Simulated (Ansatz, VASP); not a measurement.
BIr3Pd in VASP and in Ansatz

```xyz
5
Lattice="3.1602 0.0000 0.0000 0.0000 3.1602 0.0000 0.0000 0.0000 7.0676" Properties=species:S:1:pos:R:3 pbc="T T T"
B     1.5801    1.5801    0.0000
Pd    0.0000    0.0000    0.0000
Ir    1.5801    1.5801    2.5014
Ir    1.5801    1.5801    4.5662
Ir    0.0000    0.0000    3.5338
```

Alike in both runs: task single point; functional PBE; k mesh 6 × 6 × 4; occupations gaussian, width 0.1 eV; no spin polarisation.

|  | VASP | Ansatz |
| --- | --- | --- |
| version | VASP 6.6.1 | Ansatz 0.2.0 |
| potentials or method | VASP PAW PBE potentials, release 64 (B, Pd_sv_GW, Ir_sv_GW), cutoff 540 eV | scalar-relativistic, plane waves, PAW |
| valence electrons in the cell | 72 | 72 |

Ansatz gave:

```
gap on the k mesh at the Fermi level (eV) : none
rms of the force components (eV/Å)        : 8.052
```

Question: What did VASP give for the same quantities?

Answer: gap on the k mesh at the Fermi level (eV): none; rms of the force components (eV/Å): 8.110.

Atom by atom the forces differ by 0.058 eV/Å (rms over components). A gap of «none» marks a metal or a gap that the smearing closes.

Neither program's run includes spin-orbit coupling.
